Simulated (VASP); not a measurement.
# BN (P1) in VASP: further runs, part 3 of 3

VASP 6.6.1. Earlier steps stand in the parts before.

## Step 4: Single point, PBE, collinear spin, ferromagnetic start

Input file INCAR:

```
SYSTEM = BN
ALGO     = Normal         ! electronic algorithm
EDIFF    = 1E-6           ! SCF threshold, eV
ENCUT    = 600            ! plane-wave cutoff, eV
GGA      = PE             ! functional
GGA_COMPAT= .FALSE.      
ISIF     = 2              ! what is computed and relaxed
ISMEAR   = 0              ! smearing method
ISPIN    = 2              ! spin polarisation
LASPH    = .TRUE.         ! aspherical terms in the spheres
LCHARG   = .FALSE.        ! write CHGCAR
LORBIT   = 11             ! projections on sites
LREAL    = .FALSE.        ! projectors in reciprocal space
LWAVE    = .FALSE.        ! write WAVECAR
MAGMOM   = 0.2 0.2 0.2 0.2 ! initial moments
NBANDS   = 20             ! bands
NELM     = 200            ! most SCF steps
PREC     = Accurate       ! precision mode
SIGMA    = 0.05           ! smearing width, eV
```

Input file KPOINTS:

```
k-points
0
G
  12 12 6
  0 0 0
```

Input file POSCAR:

```
BN
1.0
    2.5545800960      0.0000000000      0.0000000000
   -1.2772900480      2.2123312591      0.0000000000
    0.0000000000      0.0000000000      4.2245145352
B N
2 2
Direct
    0.6666666667      0.3333333333      0.9998058547
    0.3333333333      0.6666666667      0.4998058547
    0.5785895692      0.3333333333      0.6251941453
    0.3333333333      0.6666666667      0.1251941453
```

Potentials or basis: VASP PAW PBE potentials, release 64 (B, N).

Run with:

```sh
cat potpaw_PBE.64/B/POTCAR potpaw_PBE.64/N/POTCAR > POTCAR
mpirun -np 1 vasp_std > vasp.out
```

OUTCAR:

```text
SYSTEM = BN
   EDIFF = 1E-6
   ENCUT = 600
   GGA = PE
   ISIF = 2
   ISMEAR = 0
   ISPIN = 2
   LASPH = .TRUE.
   LORBIT = 11
   LREAL = .FALSE.
   NELM = 200
   PREC = Accurate

 ion  position               nearest neighbor table
   1  0.667  0.333  1.000-   4 1.57   4 1.57   4 1.57   3 1.60
   2  0.333  0.667  0.500-   3 1.39   4 1.58   3 1.58   3 1.76
   3  0.579  0.333  0.625-   2 1.39   2 1.58   1 1.60   2 1.76
   4  0.333  0.667  0.125-   1 1.57   1 1.57   1 1.57   2 1.58

  LATTYP: Found a hexagonal cell.
 ALAT       =     2.5545800960
 C/A-ratio  =     1.6537021258

  Lattice vectors:

 A1 = (   2.5545800960,   0.0000000000,   0.0000000000)
 A2 = (  -1.2772900480,   2.2123312591,   0.0000000000)
 A3 = (   0.0000000000,   0.0000000000,   4.2245145352)

Analysis of symmetry for initial positions (statically):
=====================================================================
 Subroutine PRICEL returns:
 Original cell was already a primitive cell.

 Routine SETGRP: Setting up the symmetry group for a
 hexagonal supercell.

 Subroutine GETGRP returns: Found  1 space group operations
 (whereof  1 operations were pure point group operations)
 out of a pool of 24 trial point group operations.

The static configuration has the point symmetry C_1 .

Analysis of symmetry for dynamics (positions and initial velocities):
=====================================================================
 Subroutine PRICEL returns:
 Original cell was already a primitive cell.

 Routine SETGRP: Setting up the symmetry group for a
 hexagonal supercell.

 Subroutine GETGRP returns: Found  1 space group operations
 (whereof  1 operations were pure point group operations)
 out of a pool of 24 trial point group operations.

The dynamic configuration has the point symmetry C_1 .

Analysis of structural, dynamic, and magnetic symmetry:
[... 164 lines left out ...]

 E-fermi :   8.4904     XC(G=0): -12.7621

 val. band max:        8.1685992233   @ k =   0.0000   0.0000   0.0000
 cond. band min:      12.4615678004   @ k =   0.3333   0.3333   0.0000
 fundamental gap:      4.2929685771
 Fermi energy:         8.4903635504

 spin component 1

 k-point     1 :       0.0000    0.0000    0.0000
  band No.  band energies     occupation
      1     -12.8894      1.00000
      2      -8.8016      1.00000
      3      -3.4113      1.00000
      4       4.1487      1.00000
      5       5.9599      1.00000
      6       6.7105      1.00000
[... 541 lines left out ...]
     19      30.7990      0.00000
     20      32.3700      0.00000

 [... further k-points ...]

 spin component 2

 k-point     1 :       0.0000    0.0000    0.0000
  band No.  band energies     occupation
      1     -12.8893      1.00000
      2      -8.8016      1.00000
      3      -3.4113      1.00000
      4       4.1486      1.00000
      5       5.9599      1.00000
      6       6.7105      1.00000
[... 541 lines left out ...]
     19      30.7990      0.00000
     20      32.3700      0.00000

 [... further k-points ...]

------------------------ aborting loop because EDIFF is reached ----------------------------------------

  FORCE on cell =-STRESS in cart. coord.  units (eV):
  Direction    XX          YY          ZZ          XY          YZ          ZX
  --------------------------------------------------------------------------------------
  -------------------------------------------------------------------------------------
  Total        1.9895914      0.8794615      0.5219405     -1.1682991     -0.6714188      0.6120279
  in kB      133.5143662     59.0175182     35.0255626    -78.4003718    -45.0565160     41.0710010
  external PRESSURE =      75.8524823 kB  Pullay stress =       0.0000000 kB

 VOLUME and BASIS-vectors are now :
 -----------------------------------------------------------------------------
  energy-cutoff  :      600.00
  volume of cell :       23.88
      direct lattice vectors                 reciprocal lattice vectors
     2.554580096  0.000000000  0.000000000     0.391453766  0.226005937  0.000000000
    -1.277290048  2.212331259  0.000000000     0.000000000  0.452011875  0.000000000
     0.000000000  0.000000000  4.224514535     0.000000000  0.000000000  0.236713590

 POSITION                                       TOTAL-FORCE (eV/Angst)
 -----------------------------------------------------------------------------------
      1.27729      0.73744      4.22369        -1.070976      0.060865     -0.126759
     -0.00000      1.47489      2.11144        -4.407773      1.825332     -1.334325
      1.05229      0.73744      2.64114         5.628133     -1.930713      1.419814
     -0.00000      1.47489      0.52888        -0.149385      0.044515      0.041270
 -----------------------------------------------------------------------------------
    total drift:                                0.000027      0.000191      0.000015

  FREE ENERGIE OF THE ION-ELECTRON SYSTEM (eV)
  ---------------------------------------------------
  free  energy   TOTEN  =       -34.2089708031 eV

  energy  without entropy=      -34.2089708031  energy(sigma->0) =      -34.20897080

 total charge

# of ion       s       p       d       tot
------------------------------------------
    1        0.671   1.333   0.000   2.003
    2        0.698   1.378   0.000   2.077
    3        1.221   2.769   0.000   3.991
    4        1.212   2.742   0.000   3.954
--------------------------------------------------
tot          3.802   8.223   0.000  12.025

 magnetization (x)

# of ion       s       p       d       tot
------------------------------------------
    1       -0.000  -0.000   0.000  -0.000
    2       -0.000  -0.000   0.000  -0.000
    3        0.000   0.000   0.000   0.000
    4        0.000   0.000   0.000   0.000
--------------------------------------------------
tot         -0.000  -0.000   0.000  -0.000
```

OSZICAR:

```text
N       E                     dE             d eps       ncg     rms          rms(c)
DAV:   1     0.483284134165E+02    0.48328E+02   -0.84527E+03 34920   0.843E+02
DAV:   2    -0.336988719984E+02   -0.82027E+02   -0.76905E+02 43444   0.234E+02
DAV:   3    -0.362319596878E+02   -0.25331E+01   -0.25114E+01 43176   0.353E+01
DAV:   4    -0.362381560682E+02   -0.61964E-02   -0.61954E-02 38828   0.184E+00
DAV:   5    -0.362381642087E+02   -0.81404E-05   -0.81404E-05 41560   0.688E-02    0.998E+00
DAV:   6    -0.343720076239E+02    0.18662E+01   -0.16425E+00 45428   0.122E+01    0.456E+00
DAV:   7    -0.342382975312E+02    0.13371E+00   -0.34258E-01 39836   0.417E+00    0.282E+00
DAV:   8    -0.342073943415E+02    0.30903E-01   -0.50545E-02 40028   0.165E+00    0.484E-01
DAV:   9    -0.342090294060E+02   -0.16351E-02   -0.54531E-03 39000   0.601E-01    0.191E-01
DAV:  10    -0.342089592172E+02    0.70189E-04   -0.49829E-04 38768   0.192E-01    0.112E-01
DAV:  11    -0.342089493075E+02    0.99097E-05   -0.90076E-05 37952   0.877E-02    0.384E-02
DAV:  12    -0.342089667684E+02   -0.17461E-04   -0.21172E-05 39444   0.390E-02    0.147E-02
DAV:  13    -0.342089700736E+02   -0.33052E-05   -0.24744E-06 39312   0.132E-02    0.948E-03
DAV:  14    -0.342089708031E+02   -0.72950E-06   -0.60046E-07 29276   0.626E-03
   1 F= -.34208971E+02 E0= -.34208971E+02  d E =-.335942E-22  mag=    -0.0000
```

stdout:

```text
POSCAR found type information on POSCAR B N
 POSCAR found :  2 types and       4 ions
 scaLAPACK will be used
 LDA part: xc-table for (Slater+PW92), standard interpolation
 POSCAR, INCAR and KPOINTS ok, starting setup
 FFT: planning ... GRIDC
 FFT: planning ... GRID_SOFT
 FFT: planning ... GRID
 WAVECAR not read
 entering main loop
```

It took 3.6 min on 1 thread of Oxide Virtual Turin-like, shared host; peak memory 0.39 GiB.

Results:

```
Free energy                                           : -34.2090 eV
Pressure                                              : 7.6 GPa
Largest force                                         : 6.117 eV/Å
Band gap on the k mesh                                : 4.29 eV (least direct gap 7.00 eV)
Net moment                                            : 0.00 μB per cell
Valence electrons inside the program's atomic spheres : B 2.00, 2.08; N 3.99, 3.95
```

Forces on the atoms (eV/Å):
```
B   -1.071  0.061 -0.127
B   -4.408  1.825 -1.334
N    5.628 -1.931  1.420
N   -0.149  0.045  0.041
```

Levels at points of the mesh, in eV from the valence-band top:
Spin up:
| k point | band 4 | band 5 | band 6 | band 7 | band 8 | band 9 | band 10 | band 11 | band 12 | band 13 |
| --- | --- | --- | --- | --- | --- | --- | --- | --- | --- | --- |
| (0.00, 0.00, 0.00) | -4.02 | -2.21 | -1.46 | -0.75 | 0.00 | 7.00 | 7.57 | 8.04 | 8.33 | 9.36 |
| (0.50, 0.00, 0.00) | -8.21 | -7.77 | -6.05 | -4.22 | -3.12 | 5.43 | 5.83 | 9.54 | 10.51 | 11.85 |
| (0.00, 0.50, 0.00) | -8.48 | -7.73 | -5.54 | -4.99 | -2.62 | 5.10 | 6.90 | 9.44 | 10.50 | 12.08 |
| (0.50, 0.50, 0.00) | -9.20 | -6.99 | -5.98 | -5.36 | -2.48 | 5.86 | 8.20 | 9.76 | 11.05 | 11.98 |
| (0.00, 0.00, 0.50) | -6.40 | -3.39 | -1.96 | -1.92 | -0.35 | 6.79 | 8.34 | 8.58 | 9.06 | 9.22 |
| (0.50, 0.00, 0.50) | -10.12 | -5.52 | -4.60 | -4.39 | -3.98 | 5.28 | 5.83 | 8.57 | 9.55 | 13.21 |
| (0.00, 0.50, 0.50) | -10.67 | -5.26 | -4.59 | -4.17 | -3.12 | 4.82 | 5.81 | 8.25 | 9.17 | 13.14 |
| (0.50, 0.50, 0.50) | -10.81 | -4.62 | -4.37 | -4.20 | -3.50 | 5.56 | 6.02 | 8.21 | 9.50 | 13.41 |
Spin down:
```
           k point  band 4  band 5  band 6  band 7  band 8  band 9  band 10  band 11  band 12  band 13
(0.00, 0.00, 0.00)   -4.02   -2.21   -1.46   -0.75    0.00    7.00     7.57     8.04     8.33     9.36
(0.50, 0.00, 0.00)   -8.21   -7.77   -6.05   -4.22   -3.12    5.43     5.83     9.54    10.51    11.85
(0.00, 0.50, 0.00)   -8.48   -7.73   -5.54   -4.99   -2.62    5.10     6.90     9.44    10.50    12.08
(0.50, 0.50, 0.00)   -9.20   -6.99   -5.98   -5.36   -2.48    5.86     8.20     9.76    11.05    11.98
(0.00, 0.00, 0.50)   -6.40   -3.39   -1.96   -1.92   -0.35    6.79     8.34     8.58     9.06     9.22
(0.50, 0.00, 0.50)  -10.12   -5.52   -4.60   -4.39   -3.98    5.28     5.83     8.57     9.55    13.21
(0.00, 0.50, 0.50)  -10.67   -5.26   -4.59   -4.17   -3.12    4.82     5.81     8.25     9.17    13.14
(0.50, 0.50, 0.50)  -10.81   -4.62   -4.37   -4.20   -3.50    5.56     6.02     8.21     9.50    13.41
```

Caveat: the stress differs along the axes, from 4 to 13 GPa; forces of over 1 eV/Å act on the atoms, so gaps and moduli don't describe the material at rest.

## Step 5: Overview

```tsv
level	spin	cell	cutoff (eV)	smearing	gap on the mesh (eV)	pressure (GPa)	largest force (eV/Å)
PBE	off	as given, atomic positions A	600	methfessel-paxton 0.05 eV	4.23	19.8	11.56
r2SCAN	off	as given, atomic positions B	660	gaussian 0.05 eV	1.26	55.5	31.94
PBE	collinear, ferromagnetic start	as given, atomic positions C	600	gaussian 0.05 eV	4.29	7.6	6.12
```

Alike in all rows: task single point; potentials or basis VASP PAW PBE potentials, release 64 (B, N); k mesh 12 × 12 × 6.

The pressure there spans 7.6 GPa (PBE) to 55.5 GPa (r2SCAN); a positive pressure means that this level wants a larger cell, a negative one a smaller.

Caveats: forces of over 1 eV/Å act on the atoms, so gaps and moduli don't describe the material at rest (at least some runs); the stress differs along the axes, from 16 to 26 GPa (at least some runs); the stress differs along the axes, from 16 to 126 GPa (at least some runs); the PAW data sets were made with another functional, which shifts forces and pressure a little (at least some runs); the stress differs along the axes, from 4 to 13 GPa (at least some runs).

Absolute energies hang on the potentials; compare differences alone.
